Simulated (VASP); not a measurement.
Input of a VASP 6.6.1 run:

File INCAR:

```
SYSTEM = Pd
PREC = Accurate
ENCUT = 600
EDIFF = 1E-6
ISMEAR = -1
SIGMA = 0.05
LREAL = .FALSE.
LASPH = .TRUE.
NELM = 60
ALGO = Normal
ISIF = 3
LWAVE = .FALSE.
LCHARG = .FALSE.
GGA = PE
IBRION = 2
NSW = 60
EDIFFG = -0.005
```

The input KPOINTS:

```
Automatic mesh
0
G
  18 18 18
  0 0 0
```

The input POSCAR:

```
Pd
1.0
    0.0000000000      1.9734833199      1.9734833199
    1.9734833199      0.0000000000      1.9734833199
    1.9734833199      1.9734833199      0.0000000000
Pd
1
Direct
    0.0000000000      0.0000000000      0.0000000000
```

Potentials or basis: VASP PAW PBE potentials, release 64 (Pd).

The run is started by

```console
$ cat potpaw_PBE.64/Pd/POTCAR > POTCAR
$ mpirun -np 1 vasp_std > vasp.out
```

**Question.** What does it give for the space group after relaxing (to 0.05 Å)?

**Answer.** Fm-3m (No. 225).

**Question.** Estimate the relaxed cell.

**Answer.** a = 2.786 Å, b = 2.786 Å, c = 2.786 Å, α = 60.00°, β = 60.00°, γ = 60.00°.

**Question.** Predict the relaxed volume.

**Answer.** 15.29 Å³/atom.

The path:
| step | energy change (eV) | largest force (eV/Å) | pressure (GPa) | volume (Å³) |
| --- | --- | --- | --- | --- |
| 1 | 0.0000 | 0.0000 | -0.89 | 15.37 |
| 2 | 0.0002 | 0.0000 | 1.16 | 15.18 |
| 3 | -0.0002 | 0.0000 | 0.01 | 15.29 |
